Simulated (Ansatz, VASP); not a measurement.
**One calculation of ZnO, two programs**

The input INCAR:

```
SYSTEM = ZnO
  ALGO = Normal
  EDIFF = 1E-6
  ENCUT = 520
  GGA = PE
  ISIF = 2
  ISMEAR = -1
  LASPH = .True.
  LCHARG = .False.
  LREAL = .False.
  LWAVE = .False.
  NBANDS = 26
  NELM = 80
  PREC = Accurate
  SIGMA = 0.02
```

KPOINTS

```
k-points
0
Gamma
  12 12 6
  0 0 0
```

File POSCAR:

```
ZnO
1.0
    3.2353408669      0.0000000000      0.0000000000
   -1.6176704335      2.8018873806      0.0000000000
    0.0000000000      0.0000000000      5.1067327949
Zn O
2 2
Direct
    0.3333333333      0.6666666667     -0.0051370691
    0.6666666667      0.3333333333      0.4948629309
    0.3333333333      0.6666666667      0.3801370691
    0.6666666667      0.3333333333      0.8801370691
```

Input for Ansatz:

```yaml
crystal:
  lattice:
    - [3.2353408669, 0.0, 0.0]
    - [-1.6176704335, 2.8018873806, 0.0]
    - [0.0, 0.0, 5.1067327949]
  atoms:
    - { symbol: Zn, position: [0.3333333333, 0.6666666667, -0.0051370691] }
    - { symbol: Zn, position: [0.6666666667, 0.3333333333, 0.4948629309] }
    - { symbol: O, position: [0.3333333333, 0.6666666667, 0.3801370691] }
    - { symbol: O, position: [0.6666666667, 0.3333333333, 0.8801370691] }
kpoints:
  mp_grid: { grid: [12, 12, 6] }
  band_path:
    path:
      - [0.0, 0.0, 0.0]
      - [0.5, 0.0, 0.0]
      - [0.3333333333, 0.3333333333, 0.0]
      - [0.0, 0.0, 0.5]
      - [0.5, 0.0, 0.5]
      - [0.3333333333, 0.3333333333, 0.5]
    npoints: 1
hamiltonian:
  xc: pbe
scf:
  occupations: { method: fermi_dirac, width: 0.02 }
  n_extra_bands: 5
output:
  forces: true
  stress: true
  eigenvalues: true
```

Change from the starting cell: uniaxial_z strain -2.0%.

Alike in both runs: task single point; functional PBE; k mesh 12 × 12 × 6; occupations fermi-dirac, width 0.02 eV; no spin polarisation.

|  | VASP | Ansatz |
| --- | --- | --- |
| version | VASP 6.6.1 | Ansatz 0.2.0 |
| potentials or method | VASP PAW PBE potentials, release 64 (Zn, O) | plane waves, PAW |
| plane-wave cutoff (eV) | 520 | 420 |
| valence electrons in the cell | 36 | 36 |

|  | VASP | Ansatz | Ansatz less VASP |
| --- | --- | --- | --- |
| gap on the k mesh at the Fermi level (eV) | 0.85 | 0.86 | +0.014 |
| pressure (GPa) | 10.5 | 9.3 | -1.23 |
| traceless stress, the component that is largest in VASP (GPa) | 1.32 | 1.34 | +0.013 |
| rms of the force components (eV/Å) | 0.005 | 0.003 | -0.0019 |

Atom by atom the forces differ by 0.002 eV/Å (rms over components).
